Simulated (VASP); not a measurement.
BN: single point with LDA

BN:

```
B N
1.0
     2.52626    0.00000    0.00000
    -1.26313    2.18781    0.00000
     0.00000    0.00000    6.75523
B N
2 2
Direct
  0.33333 0.66667 0.25000
  0.66667 0.33333 0.75000
  0.33333 0.66667 0.75000
  0.66667 0.33333 0.25000
```

This cell differs from its parent crystal: volume 9.334 Å^3 an atom, c/a of the conventional cell 2.6740.

```yaml
Program: VASP 6.6.1
Task: single point
Functional: LDA
Potentials_or_basis: VASP PAW LDA potentials, release 64 (B, N)
Cutoff: 520 eV
k_mesh: 12 × 12 × 4
Occupations: gaussian, width 0.05 eV
Spin: no spin polarisation
```

```
Pressure               : -10.1 GPa
Band gap on the k mesh : 4.06 eV, indirect (least direct gap 4.44 eV)
```

Stress tensor (GPa, compression positive):
```
-14.66   0.00   0.00
  0.00 -14.66   0.00
  0.00   0.00  -1.07
```

Levels at points of the mesh, in eV from the valence-band top:
```tsv
k point	band 4	band 5	band 6	band 7	band 8	band 9	band 10	band 11	band 12	band 13
(0.00, 0.00, 0.00)	-4.07	-1.37	-1.37	-1.34	-1.34	4.83	9.74	11.21	11.21	11.33
(0.50, 0.00, 0.00)	-8.70	-4.12	-4.06	-1.41	-0.44	4.06	5.39	9.22	9.67	12.11
(0.00, 0.00, 0.50)	-5.22	-1.35	-1.35	-1.35	-1.35	7.13	7.13	11.27	11.27	11.27
(0.50, 0.00, 0.50)	-8.74	-4.09	-4.09	-0.91	-0.91	4.52	4.52	9.62	9.62	12.96
```

It took 40 s on 1 thread of Intel Xeon 8259CL, on a shared host, peak memory 0.15 GiB.

 A k mesh can miss the band edges.
